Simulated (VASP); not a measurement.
A run of VASP 6.6.1 is set up as follows.

The input INCAR:

```
ALGO     = Normal         # electronic algorithm
EDIFF    = 1E-6           # SCF threshold, eV
ENCUT    = 520            # plane-wave cutoff, eV
GGA      = PE             # functional
ISIF     = 2              # what is computed and relaxed
ISMEAR   = 0              # smearing method
LASPH    = T              # aspherical terms in the spheres
LCHARG   = F              # write CHGCAR
LREAL    = F              # projectors in reciprocal space
LWAVE    = F              # write WAVECAR
NBANDS   = 16             # bands
NELM     = 100            # most SCF steps
PREC     = Accurate       # precision mode
SIGMA    = 0.1            # smearing width, eV
```

File KPOINTS:

```
k-points
0
Gamma
  16 16 16
```

POSCAR

```
TaSi2
1.0
   -1.6418268443      1.6418268443      4.1060007275
    1.6418268443     -1.6418268443      4.1060007275
    1.6418268443      1.6418268443     -4.1060007275
Ta Si
1 2
Direct
    0.0000000000      0.0000000000      0.0000000000
    0.3317569211      0.3317569211      0.0000000000
    0.6682430789      0.6682430789      0.0000000000
```

Potentials or basis: VASP PAW PBE potentials, release 64 (Ta_pv, Si).

Command:

```bash
$ cat potpaw_PBE.64/Ta_pv/POTCAR potpaw_PBE.64/Si/POTCAR > POTCAR
$ mpirun -np 1 vasp_std > vasp.out
```

**Question.** Predict the largest force.

**Answer.** 0.003 eV/Å.

**Question.** Estimate the band gap on the k mesh.

**Answer.** Zero (an odd number of electrons rules out a gap without spin polarisation).

Forces in eV/Å, atoms in the order of the input:
```
Ta   0.000  0.000  0.000
Si   0.000  0.000 -0.003
Si   0.000  0.000  0.003
```

Caveat: spin-orbit coupling is left out, which moves the levels of the heavy elements.
